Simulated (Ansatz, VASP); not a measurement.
Ta4O in VASP and in Ansatz

File INCAR:

```
SYSTEM = Ta4O
PREC = Accurate
ENCUT = 520
EDIFF = 1E-6
ISMEAR = 0
SIGMA = 0.15
LREAL = .False.
LASPH = .True.
NELM = 60
ALGO = Normal
ISIF = 2
LWAVE = .False.
LCHARG = .False.
GGA = PS
NBANDS = 61
LUSENCCL = .False.
```

Contents of KPOINTS:

```
regular mesh
0
Gamma
  14 14 4
  0 0 0
```

Contents of POSCAR:

```
Ta4O
1.0
   -3.2109380230      0.0000000000      0.0000000000
    0.0000000000     -3.2109380230      0.0000000000
    0.0000000000      0.0000000000     14.6839668902
Ta O
8 2
Direct
    0.0000000000      0.0000000000      0.2500000000
    0.0000000000      0.0000000000      0.7500000000
    0.5000000000      0.5000000000      0.3913915977
    0.5000000000      0.5000000000      0.8913915977
    0.5000000000      0.5000000000      0.1086084023
    0.5000000000      0.5000000000      0.6086084023
    0.0000000000      0.0000000000      0.5000000000
    0.0000000000      0.0000000000      0.0000000000
    0.5000000000      0.5000000000      0.2500000000
    0.5000000000      0.5000000000      0.7500000000
```

Input for Ansatz:

```yaml
crystal:
  lattice:
    - [-3.210938023, 0.0, 0.0]
    - [0.0, -3.210938023, 0.0]
    - [0.0, 0.0, 14.6839668902]
  atoms:
    - { symbol: Ta, position: [0.0, 0.0, 0.25] }
    - { symbol: Ta, position: [0.0, 0.0, 0.75] }
    - { symbol: Ta, position: [0.5, 0.5, 0.3913915977] }
    - { symbol: Ta, position: [0.5, 0.5, 0.8913915977] }
    - { symbol: Ta, position: [0.5, 0.5, 0.1086084023] }
    - { symbol: Ta, position: [0.5, 0.5, 0.6086084023] }
    - { symbol: Ta, position: [0.0, 0.0, 0.5] }
    - { symbol: Ta, position: [0.0, 0.0, 0.0] }
    - { symbol: O, position: [0.5, 0.5, 0.25] }
    - { symbol: O, position: [0.5, 0.5, 0.75] }
basis:
  ecutwfc: 420
kpoints:
  mp_grid: { grid: [14, 14, 4] }
hamiltonian:
  xc: pbesol
scf:
  occupations: { method: gaussian, width: 0.15 }
output:
  forces: true
  stress: true
  eigenvalues: true
```

Alike in both runs: task single point; functional PBEsol; k mesh 14 × 14 × 4; occupations gaussian, width 0.15 eV; no spin polarisation.

```csv
,VASP,Ansatz
version,VASP 6.6.1,Ansatz 0.2.0
potentials or method,"VASP PAW PBE potentials, release 64 (Ta_pv, O), cutoff 520 eV","scalar-relativistic, plane waves, PAW"
valence electrons in the cell,100,116
```

|  | VASP | Ansatz | Ansatz less VASP |
| --- | --- | --- | --- |
| gap on the k mesh at the Fermi level (eV) | none | none | - |
| pressure (GPa) | 0.5 | 0.1 | -0.37 |
| traceless stress, the component that is largest in VASP (GPa) | 0.19 | 0.06 | -0.136 |
| rms of the force components (eV/Å) | 0.010 | 0.003 | -0.0075 |

VASP's potentials were made for PBE, not for PBEsol. Atom by atom the forces differ by 0.013 eV/Å (rms over components). A gap of «none» marks a metal or a gap that the smearing closes. With one functional, cell and mesh, what is left measures potentials, basis and numerics. VASP's potentials hold 100 valence electrons a cell and Ansatz's 116, so a difference there can come from the potentials and not from the codes.

Spin-orbit coupling is off throughout.
